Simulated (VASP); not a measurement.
A run of VASP 6.6.1 is set up as follows.

Contents of INCAR:

```
SYSTEM = Ir
ALGO = Normal
EDIFF = 1E-6
ENCUT = 560
GGA = PS
GGA_COMPAT = .FALSE.
ISIF = 2
ISMEAR = -1
LASPH = .TRUE.
LCHARG = .TRUE.
LELF = .TRUE.
LREAL = .FALSE.
LVHAR = .TRUE.
LWAVE = .FALSE.
NBANDS = 14
NELM = 120
PREC = Accurate
SIGMA = 0.05
```

File KPOINTS:

```
k-points
0
G
  11 11 11
  0 0 0
```

POSCAR

```
Ir
1.0
    0.0000000000      1.9160386025      1.9160386025
    1.9160386025      0.0000000000      1.9160386025
    1.9160386025      1.9160386025      0.0000000000
Ir
1
Direct
    0.0000000000      0.0000000000      0.0000000000
```

Potentials or basis: VASP PAW PBE potentials, release 64 (Ir_sv_GW).

The run is started by

```sh
$ cat potpaw_PBE.64/Ir_sv_GW/POTCAR > POTCAR
$ mpirun -np 1 vasp_std > vasp.out
```

Question: Predict the pressure.

Answer: -1.9 GPa.

Question: Predict the band gap on the k mesh.

Answer: Zero (an odd number of electrons rules out a gap without spin polarisation).

Caveat: the PAW data sets were made with another functional, which shifts forces and pressure a little; spin-orbit coupling is left out, which moves the levels of the heavy elements.
